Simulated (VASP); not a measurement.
# Bi3Te2S (P4mm) in VASP: relaxation of cell and atoms with PBE

Aim: the relaxation of cell and atoms of Bi3Te2S with PBE.

Program: VASP 6.6.1. These are calculated values, not measurements. Logs are shortened: lines on timing, memory, paths and dates and some standing lists are left out, and cuts for length are marked.

**1. The cell of the first run**

It takes space group P4mm (No. 99, tetragonal). The conventional cell has a = 5.430 Å, b = 5.430 Å, c = 9.096 Å, α = 90.00°, β = 90.00°, γ = 90.00°. Bi (site symmetry 2mm) has 2 S at 3.17 Å and 6 Bi at 3.17 to 3.84 Å and 2 Te at 3.23 Å within 4.2 Å. Bi (site symmetry 4mm) has 4 Bi at 3.17 Å and 4 Te at 3.84 Å within 4.2 Å. Within 3.4 Å of Te (site symmetry 4mm) lie 1 S at 2.39 Å and 1 Te at 3.32 Å. Within 4.2 Å of Te (site symmetry 4mm) lie 8 Bi at 3.23 to 3.84 Å and 1 Te at 3.32 Å and 1 S at 3.39 Å. Within 3.2 Å of S (site symmetry 4mm) lie 1 Te at 2.39 Å and 4 Bi at 3.17 Å.

The cell was generated, and may not be a known phase.

**2. Relaxation of cell and atoms, PBE**

Contents of INCAR:

```
ALGO = Fast
EDIFF = 1E-6
EDIFFG = -0.01
ENCUT = 600
GGA = PE
IBRION = 2
ISIF = 3
ISMEAR = 0
LASPH = True
LCHARG = False
LREAL = False
LWAVE = False
NELM = 100
NSW = 100
PREC = Accurate
SIGMA = 0.1
```

Contents of KPOINTS:

```
k-points
0
Gamma
  8 8 4
```

Contents of POSCAR:

```
Bi3Te2S
1.0
    5.4296698529      0.0000000000      0.0000000000
    0.0000000000      5.4296698529      0.0000000000
    0.0000000000      0.0000000000      9.0963685123
Bi Te S
3 2 1
Direct
    0.5000000000      0.0000000000      0.5666636270
    0.0000000000      0.5000000000      0.5666636270
    0.5000000000      0.5000000000      0.7467845065
    0.0000000000      0.0000000000      0.1239769841
    0.0000000000      0.0000000000      0.7589940986
    0.0000000000      0.0000000000      0.3867996768
```

Potentials or basis: VASP PAW PBE potentials, release 64 (Bi_d, Te, S).

Launch:

```bash
$ cat potpaw_PBE.64/Bi_d/POTCAR potpaw_PBE.64/Te/POTCAR potpaw_PBE.64/S/POTCAR > POTCAR
$ mpirun -np 1 vasp_std > vasp.out
```

OUTCAR:

```text
EDIFF = 1E-6
   EDIFFG = -0.01
   ENCUT = 600
   GGA = PE
   IBRION = 2
   ISIF = 3
   ISMEAR = 0
   LASPH = True
   LREAL = False
   NELM = 100
   NSW = 100
   PREC = Accurate

 ion  position               nearest neighbor table
   1  0.500  0.000  0.567-   6 3.17   6 3.17   3 3.17   3 3.17   5 3.23   5 3.23   2 3.84   2 3.84
                             2 3.84   2 3.84
   2  0.000  0.500  0.567-   6 3.17   6 3.17   3 3.17   3 3.17   5 3.23   5 3.23   1 3.84   1 3.84
                             1 3.84   1 3.84
   3  0.500  0.500  0.747-   1 3.17   2 3.17   1 3.17   2 3.17
   4  0.000  0.000  0.124-   6 2.39   5 3.32
   5  0.000  0.000  0.759-   1 3.23   2 3.23   2 3.23   1 3.23   4 3.32
   6  0.000  0.000  0.387-   4 2.39   2 3.17   1 3.17   2 3.17   1 3.17

  LATTYP: Found a simple tetragonal cell.
 ALAT       =     5.4296698529
 C/A-ratio  =     1.6753078472

  Lattice vectors:

 A1 = (   5.4296698529,   0.0000000000,   0.0000000000)
 A2 = (   0.0000000000,   5.4296698529,   0.0000000000)
 A3 = (   0.0000000000,   0.0000000000,   9.0963685123)

Analysis of symmetry for initial positions (statically):
=====================================================================
 Subroutine PRICEL returns:
 Original cell was already a primitive cell.

 Routine SETGRP: Setting up the symmetry group for a
 simple tetragonal supercell.

 Subroutine GETGRP returns: Found  8 space group operations
 (whereof  8 operations were pure point group operations)
 out of a pool of 16 trial point group operations.

The static configuration has the point symmetry C_4v.

Analysis of symmetry for dynamics (positions and initial velocities):
=====================================================================
 Subroutine PRICEL returns:
 Original cell was already a primitive cell.

 Routine SETGRP: Setting up the symmetry group for a
 simple tetragonal supercell.

 Subroutine GETGRP returns: Found  8 space group operations
 (whereof  8 operations were pure point group operations)
 out of a pool of 16 trial point group operations.

The dynamic configuration has the point symmetry C_4v.

 Subroutine INISYM returns: Found  8 space group operations
 (whereof  8 operations are pure point group operations),
 and found     1 'primitive' translations

----------------------------------------------------------------------------------------

                                     Primitive cell

  volume of cell :     268.1729

  direct lattice vectors                    reciprocal lattice vectors
     5.429669853  0.000000000  0.000000000     0.184173260  0.000000000  0.000000000
     0.000000000  5.429669853  0.000000000     0.000000000  0.184173260  0.000000000
     0.000000000  0.000000000  9.096368512     0.000000000  0.000000000  0.109933981

  length of vectors
     5.429669853  5.429669853  9.096368512     0.184173260  0.184173260  0.109933981

  position of ions in fractional coordinates (direct lattice)
     0.500000000  0.000000000  0.566663627
     0.000000000  0.500000000  0.566663627
     0.500000000  0.500000000  0.746784506
     0.000000000  0.000000000  0.123976984
     0.000000000  0.000000000  0.758994099
     0.000000000  0.000000000  0.386799677

  ion indices of the primitive-cell ions
   primitive index   ion index
                 1           1
                 2           2
                 3           3
                 4           4
                 5           5
                 6           6

----------------------------------------------------------------------------------------

 KPOINTS: k-points

Automatic generation of k-mesh.
 Grid dimensions read from file:
 generate k-points for:    8    8    4

 Generating k-lattice:

  Cartesian coordinates                     Fractional coordinates (reciprocal lattice)
     0.023021658  0.000000000  0.000000000     0.125000000  0.000000000  0.000000000
     0.000000000  0.023021658  0.000000000     0.000000000  0.125000000  0.000000000
     0.000000000  0.000000000  0.027483495     0.000000000  0.000000000  0.250000000

  Length of vectors
     0.023021658  0.023021658  0.027483495

  Shift w.r.t. Gamma in fractional coordinates (k-lattice)
     0.000000000  0.000000000  0.000000000

 Subroutine IBZKPT returns following result:
 ===========================================

 Found     45 irreducible k-points:

 Following reciprocal coordinates:
            Coordinates               Weight
  0.000000  0.000000  0.000000      1.000000
  0.125000  0.000000  0.000000      4.000000
  0.250000  0.000000  0.000000      4.000000
  0.375000  0.000000  0.000000      4.000000
  0.500000  0.000000  0.000000      2.000000
  0.125000  0.125000  0.000000      4.000000
[... 16 lines left out ...]
  0.375000  0.125000  0.250000     16.000000
  0.500000  0.125000  0.250000      8.000000
 [... further k-points ...]
   k-points           NKPTS =     45   k-points in BZ     NKDIM =     45   number of bands    NBANDS=     37
   number of dos      NEDOS =    301   number of ions     NIONS =      6
   total plane-waves  NPLWV = 184320
   dimension x,y,z NGX =    48 NGY =   48 NGZ =   80
   dimension x,y,z NGXF=    96 NGYF=   96 NGZF=  160
   ions per type =               3   2   1
   NGX,Y,Z   is equivalent  to a cutoff of  14.70, 14.70, 14.62 a.u.
   NGXF,Y,Z  is equivalent  to a cutoff of  29.39, 29.39, 29.24 a.u.
 SYSTEM =  unknown system
   PREC   = accura    normal or accurate (medium, high low for compatibility)
   ISTART =      0    job   : 0-new  1-cont  2-samecut
   ICHARG =      2    charge: 1-file 2-atom 10-const
   ISPIN  =      1    spin polarized calculation?
   LNONCOLLINEAR =      F non collinear calculations
   LSORBIT =      F    spin-orbit coupling
   LASPH  =      T    aspherical Exc in radial PAW
   ENCUT  =  600.0 eV  44.10 Ry    6.64 a.u.  10.84 10.84 18.17*2*pi/ulx,y,z
   NELM   =    100;   NELMIN=  2; NELMDL= -5     # of ELM steps
   EDIFF  = 0.1E-05   stopping-criterion for ELM
   LREAL  =      F    real-space projection
   EDIFFG = -.1E-01   stopping-criterion for IOM
   NSW    =    100    number of steps for IOM
   IBRION =      2    ionic relax: 0-MD 1-quasi-New 2-CG
   NFREE  =      1    steps in history (QN), initial steepest desc. (CG)
   ISIF   =      3    stress and relaxation
   ISYM   =      2    0-nonsym 1-usesym 2-fastsym
   POTIM  = 0.5000    time-step for ionic-motion
   TEBEG  =    0.0;   TEEND  =   0.0 temperature during run
   PSTRESS=    0.0 pullay stress
   NELECT =      63.0000    total number of electrons
   NUPDOWN=      -1.0000    fix difference up-down
   EMIN   =  10.00;   EMAX   =-10.00  energy-range for DOS
   EFERMI =   0.00;   METHOD = LEGACY
   ISMEAR =     0;   SIGMA  =   0.10  broadening in eV -4-tet -1-fermi 0-gaus
   EFERMI_NEDOS =   21; number of points for ismear=-14 and -15
   IALGO  =     68    algorithm
   IMIX   =      4    mixing-type and parameters
     AMIX     =   0.40;   BMIX     =  1.00
     AMIX_MAG =   1.60;   BMIX_MAG =  1.00
  volume/ion in A,a.u.               =      44.70       301.62
  Fermi-wavevector in a.u.,A,eV,Ry     =   1.010144  1.908896 13.883267  1.020391
  Thomas-Fermi vector in A             =   2.143116
   LORBIT       =      0    0 simple, 1 ext, 2 COOP (PROOUT), +10 PAW based schemes
   GGA     = PE    functional components
   LHFCALC =     F    Hartree Fock is set to
   AEXX    =    0.0000 exact exchange contribution
   IVDW    =     0    specifies the selected vdW correction
   LEPSILON=     F    determine dielectric tensor
   LRPA    =     F    only Hartree local field effects (RPA)
 conjugate gradient relaxation of ions
 non-spin polarized calculation
 RMM-DIIS sequential band-by-band and
 Gauss-broadening in eV      SIGMA  =   0.10
  energy-cutoff  :      600.00
  volume of cell :      268.17
 maximum number of plane-waves:      8988
 NGX is ok and might be reduce to    48
   NGX = 21   NGY = 21   NGZ = 37

--------------------------------------- Ionic step        1  -------------------------------------------

 number of electron      63.0000007 magnetization

 Free energy of the ion-electron system (eV)
  ---------------------------------------------------
  ext. energy  EPLUGINS =         0.00000000
  ---------------------------------------------------
  free energy    TOTEN  =       -20.86852638 eV

  energy without entropy =      -20.84753902  energy(sigma->0) =      -20.85803270

------------------------ aborting loop because EDIFF is reached ----------------------------------------

  FORCE on cell =-STRESS in cart. coord.  units (eV):
  Direction    XX          YY          ZZ          XY          YZ          ZX
  --------------------------------------------------------------------------------------
  -------------------------------------------------------------------------------------
  Total       -0.4669577     -0.4669577      0.4455484      0.0000000      0.0000000      0.0000000
  in kB       -2.7898011     -2.7898011      2.6618926      0.0000000      0.0000000      0.0000000
  external PRESSURE =      -0.9725699 kB  Pullay stress =       0.0000000 kB
[... 101 lines left out ...]
  FREE ENERGIE OF THE ION-ELECTRON SYSTEM (eV)
  ---------------------------------------------------
  free  energy   TOTEN  =       -20.8837500729 eV

  energy  without entropy=      -20.8646737280  energy(sigma->0) =      -20.87421190

[... ionic steps 4 to 13 ...]

--------------------------------------- Ionic step       14  -------------------------------------------

 number of electron      63.0000006 magnetization

------------------------ aborting loop because EDIFF is reached ----------------------------------------

  FORCE on cell =-STRESS in cart. coord.  units (eV):
  Direction    XX          YY          ZZ          XY          YZ          ZX
  --------------------------------------------------------------------------------------
  -------------------------------------------------------------------------------------
  Total       -0.0084319     -0.0084319      0.0972286      0.0000000      0.0000000      0.0000000
  in kB       -0.0515850     -0.0515850      0.5948319      0.0000000      0.0000000      0.0000000
  external PRESSURE =       0.1638873 kB  Pullay stress =       0.0000000 kB
[... 65 lines left out ...]
  energy  without entropy=      -20.8720594312  energy(sigma->0) =      -20.88090834

--------------------------------------- Ionic step       16  -------------------------------------------

 number of electron      63.0000006 magnetization

 Free energy of the ion-electron system (eV)
  ---------------------------------------------------
  ext. energy  EPLUGINS =         0.00000000
  ---------------------------------------------------
  free energy    TOTEN  =       -20.88976027 eV

  energy without entropy =      -20.87207607  energy(sigma->0) =      -20.88091817

 E-fermi :   3.0865     XC(G=0):  -7.6392

 val. band max:        3.0756813624   @ k =   0.2500   0.1250   0.5000
 cond. band min:       3.0974414982   @ k =   0.2500   0.0000   0.5000
 fundamental gap:      0.0217601358
 Fermi energy:         3.0865264620

 k-point     1 :       0.0000    0.0000    0.0000
  band No.  band energies     occupation
      1     -20.1043      2.00000
      2     -20.1003      2.00000
      3     -20.0757      2.00000
      4     -20.0711      2.00000
      5     -20.0711      2.00000
      6     -20.0310      2.00000
[... 949 lines left out ...]
     36       5.0541      0.00000
     37       5.6701      0.00000

 [... further k-points ...]
[... 5 lines left out ...]
  --------------------------------------------------------------------------------------
  -------------------------------------------------------------------------------------
  Total       -0.0402746     -0.0402746     -0.0279096      0.0000000      0.0000000      0.0000000
  in kB       -0.2462985     -0.2462985     -0.1706806      0.0000000      0.0000000      0.0000000
  external PRESSURE =      -0.2210926 kB  Pullay stress =       0.0000000 kB
[... 21 lines left out ...]
  FREE ENERGIE OF THE ION-ELECTRON SYSTEM (eV)
  ---------------------------------------------------
  free  energy   TOTEN  =       -20.8897602669 eV

  energy  without entropy=      -20.8720760723  energy(sigma->0) =      -20.88091817

 reached required accuracy - stopping structural energy minimisation
```

Run time: 68 min. Hardware: 1 thread of Oxide Virtual Turin-like, shared host; peak memory 0.8 GiB.

What came out:

- Free energy: -20.8898 eV
- Relaxed volume: 43.66 Å³/atom
- Relaxed cell: a = 5.363 Å, b = 5.363 Å, c = 9.107 Å, α = 90.00°, β = 90.00°, γ = 90.00°
- Space group after relaxing (to 0.1 Å): P4mm (No. 99)
- Energy gained by relaxing: 3.5 meV/atom
- Ionic steps: 16
- Pressure after relaxing: 0.0 GPa
- Largest force after relaxing: 0.009 eV/Å
- Band gap on the k mesh: zero (an odd number of electrons rules out a gap without spin polarisation)

Forces in eV/Å, atoms in the order of the input:
```
Bi   0.000  0.000  0.006
Bi   0.000  0.000  0.006
Bi   0.000  0.000 -0.001
Te   0.000  0.000 -0.006
Te   0.000  0.000  0.003
S    0.000  0.000 -0.009
```

Step by step:
```csv
step,energy change (eV),largest force (eV/Å),pressure (GPa),volume (Å³)
1,0.0000,0.2977,-0.10,268.17
2,-0.0096,0.2159,-0.13,267.12
3,-0.0152,0.1804,-0.18,265.79
4,-0.0194,0.1067,0.13,262.75
5,-0.0196,0.0926,0.09,263.25
6,-0.0204,0.0681,-0.02,263.34
7,-0.0204,0.0669,-0.02,263.33
8,-0.0204,0.0675,-0.03,263.33
9,-0.0206,0.0189,-0.04,263.03
10,-0.0206,0.0220,-0.04,262.98
11,-0.0208,0.0293,0.02,262.37
12,-0.0208,0.0324,0.04,262.14
13,-0.0210,0.0239,0.03,262.06
14,-0.0212,0.0346,0.02,261.88
15,-0.0212,0.0143,-0.02,262.01
16,-0.0212,0.0093,-0.02,261.99
```

Final structure:
```cif
data_structure
_symmetry_space_group_name_H-M 'P 1'
_symmetry_Int_Tables_number 1
_cell_length_a 5.3635
_cell_length_b 5.3635
_cell_length_c 9.1073
_cell_angle_alpha 90.000
_cell_angle_beta 90.000
_cell_angle_gamma 90.000
_cell_volume 261.99
loop_
_atom_site_label
_atom_site_type_symbol
_atom_site_fract_x
_atom_site_fract_y
_atom_site_fract_z
_atom_site_occupancy
Bi1 Bi 0.50000 0.00000 0.56311 1
Bi2 Bi 0.00000 0.50000 0.56311 1
Bi3 Bi 0.50000 0.50000 0.75393 1
Te1 Te 0.00000 0.00000 0.12261 1
Te2 Te 0.00000 0.00000 0.76121 1
S1 S 0.00000 0.00000 0.38592 1
```

Caveat: spin-orbit coupling is left out, which moves the levels of the heavy elements; an odd number of electrons without spin polarisation forces a metal; a magnetic or distorted state may lie lower.

The gap in the log of VASP goes by the Fermi energy; the results here count the filled bands.